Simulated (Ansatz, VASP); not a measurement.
## CaS: VASP beside Ansatz

```xyz
2
Lattice="0.0000 2.7818 2.7818 2.7818 0.0000 2.7818 2.7818 2.7818 0.0000" Properties=species:S:1:pos:R:3 pbc="T T T"
Ca    0.0000    0.0000    0.0000
S     2.7818    2.7818    2.7818
```

Alike in both runs: functional LDA; k mesh 8 × 8 × 8; occupations gaussian, width 0.02 eV; no spin polarisation.

Ansatz relaxed the structure, and its values are those at the end. VASP's run is a single point on that final structure, the one shown.

|  | VASP | Ansatz |
| --- | --- | --- |
| version | VASP 6.6.1 | Ansatz 0.2.0 |
| potentials or method | VASP PAW LDA potentials, release 64 (Ca_sv, S), cutoff 500 eV | scalar-relativistic, plane waves, PAW |
| valence electrons in the cell | 16 | 16 |

Ansatz gave:

* gap on the k mesh at the Fermi level (eV): 1.97
* least direct gap on the mesh (eV): 2.84
* pressure (GPa): 0.0

**Question.** What did VASP give for the same quantities?

**Answer.** gap on the k mesh at the Fermi level (eV): 1.96; least direct gap on the mesh (eV): 2.83; pressure (GPa): 0.3.

Ansatz warns that its potentials were made for another functional, while VASP's fit it. LDA's correlation is that of Perdew and Zunger in VASP and of Perdew and Wang (1992) in Ansatz.
